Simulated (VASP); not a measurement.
LaTe:

```xyz
2
Lattice="0.0000 3.2441 3.2441 3.2441 0.0000 3.2441 3.2441 3.2441 0.0000" Properties=species:S:1:pos:R:3 pbc="T T T"
La    0.0000    0.0000    0.0000
Te    3.2441    3.2441    3.2441
```

* Program: VASP 6.6.1
* Task: relaxation of cell and atoms
* Functional: LDA
* Potentials or basis: VASP PAW LDA potentials, release 64 (La, Te)
* Cutoff: 600 eV
* k mesh: 12 × 12 × 12
* Occupations: gaussian, width 0.1 eV
* Spin: no spin polarisation

At the start: pressure -3.8 GPa; volume 34.14 Å³/atom.

Where does the relaxation end?

Over 4 steps the energy falls by 27.7 meV/atom and the volume is 31.93 Å³/atom (-6.5 %); space group Fm-3m (No. 225, to 0.05 Å).

The path:
| step | energy change (eV) | largest force (eV/Å) | pressure (GPa) | volume (Å³) |
| --- | --- | --- | --- | --- |
| 1 | 0.0000 | 0.0000 | -3.79 | 68.28 |
| 2 | -0.0178 | 0.0000 | 3.61 | 60.60 |
| 3 | -0.0554 | 0.0000 | -0.08 | 63.95 |
| 4 | -0.0555 | 0.0000 | 0.01 | 63.86 |

Final structure:
```yaml
crystal:
  lattice:
    - [0.00000, 3.17250, 3.17250]
    - [3.17250, 0.00000, 3.17250]
    - [3.17250, 3.17250, 0.00000]
  atoms:
    - { symbol: La, position: [0.00000, 0.00000, 0.00000] }
    - { symbol: Te, position: [0.50000, 0.50000, 0.50000] }
```
